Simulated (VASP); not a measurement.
## CuF: single point with PBE

Crystal: CuF.

```xyz
4
Lattice="2.8060 0.0000 0.0000 -1.4030 2.4301 0.0000 0.0000 0.0000 6.6688" Properties=species:S:1:pos:R:3 pbc="T T T"
Cu    0.0000    1.6201    0.3073
Cu    1.4030    0.8100    3.6417
F     0.0000    1.6201    2.1935
F     1.4030    0.8100    5.5279
```

- Program: VASP 6.6.1
- Task: single point
- Functional: PBE
- Potentials or basis: VASP PAW PBE potentials, release 64 (Cu_sv_GW, F)
- Cutoff: 820 eV
- k mesh: 9 × 9 × 4
- Occupations: fermi-dirac, width 0.02 eV
- Spin: no spin polarisation
- Dipole correction: no
- Further INCAR settings: ALGO = Normal; EDIFF = 1e-06; NBANDS = 34

The pressure is 5.7 GPa, the largest force is 0.106 eV/Å and the band gap on the k mesh is 0.16 eV (least direct gap 0.49 eV).

Forces in eV/Å, atoms in the order of the input:
```
Cu   0.000  0.000 -0.106
Cu   0.000  0.000 -0.106
F    0.000  0.000  0.106
F    0.000  0.000  0.106
```

Stress tensor (GPa, compression positive):
```
 3.38  0.00  0.00
 0.00  3.38  0.00
 0.00  0.00 10.48
```

Levels at points of the mesh, in eV from the valence-band top:
```
           k point  band 24  band 25  band 26  band 27  band 28  band 29
(0.00, 0.00, 0.00)    -0.88    -0.33    -0.33     0.16     3.31     5.82
(0.00, 0.00, 0.50)    -0.58    -0.58    -0.58     1.23     1.23     8.56
```

Wall time 73 s on 1 thread of AMD EPYC 9R45 96-Core Processor (Zen 5), with other jobs on the host, peak memory 0.25 GiB.

Caveat: the stress differs along the axes, from 3 to 10 GPa; the structure was generated, so it needn't be the stable form of CuF; semilocal functionals underestimate gaps, and a narrow one can read as zero. A k mesh can miss the band edges.
